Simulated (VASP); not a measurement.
Wanted: the native input for a VASP 6.6.1 run.

```
Task                   : relaxation of cell and atoms
Functional             : LDA
Potentials or basis    : VASP PAW LDA potentials, release 64 (Zn, S)
Cutoff                 : 600 eV
k mesh                 : 10 × 10 × 10
Occupations            : gaussian, width 0.01 eV
Spin                   : no spin polarisation
Dipole correction      : no
Further INCAR settings : ALGO = Normal; EDIFF = 1e-06; IBRION = 2; EDIFFG = -0.001; NSW = 80; ISIF = 3
```

The structure of ZnS lies in POSCAR:

```
ZnS
1.0
    0.0000000000      2.6483447010      2.6483447010
    2.6483447010      0.0000000000      2.6483447010
    2.6483447010      2.6483447010      0.0000000000
Zn S
1 1
Direct
    0.0000000000      0.0000000000      0.0000000000
    0.7500000000      0.7500000000      0.7500000000
```

One way to write it, as run:

INCAR

```
SYSTEM = ZnS
PREC     = Accurate       ! precision mode
ENCUT    = 600            ! plane-wave cutoff, eV
EDIFF    = 1E-6           ! SCF threshold, eV
ISMEAR   = 0              ! smearing method
SIGMA    = 0.01           ! smearing width, eV
LREAL    = .FALSE.        ! projectors in reciprocal space
LASPH    = .TRUE.         ! aspherical terms in the spheres
NELM     = 60             ! most SCF steps
ALGO     = Normal         ! electronic algorithm
ISIF     = 3              ! what is computed and relaxed
LWAVE    = .FALSE.        ! write WAVECAR
LCHARG   = .FALSE.        ! write CHGCAR
GGA      = CA             ! functional
IBRION   = 2              ! ionic algorithm
NSW      = 80             ! ionic steps
EDIFFG   = -0.001         ! ionic threshold
```

KPOINTS

```
regular mesh
0
G
  10 10 10
  0 0 0
```

Potentials or basis: VASP PAW LDA potentials, release 64 (Zn, S).

Command:

```console
$ cat potpaw_LDA.64/Zn/POTCAR potpaw_LDA.64/S/POTCAR > POTCAR
$ mpirun -np 1 vasp_std > vasp.out
```

It gave:

```yaml
Relaxed_volume: 18.63 Å³/atom
Relaxed_cell: a = 3.749 Å, b = 3.749 Å, c = 3.749 Å, α = 60.00°, β = 60.00°, γ = 60.00°
Space_group_after_relaxing_to_0.1_Å: F-43m (No. 216)
Energy_gained_by_relaxing: 0.0 meV/atom
Ionic_steps: 6
Pressure_after_relaxing: 0.0 GPa
Band_gap_on_the_k_mesh: 2.15 eV
```

Wall time 120 s on 1 thread of Intel Xeon 8259CL, with other jobs on the host, peak memory 0.17 GiB.
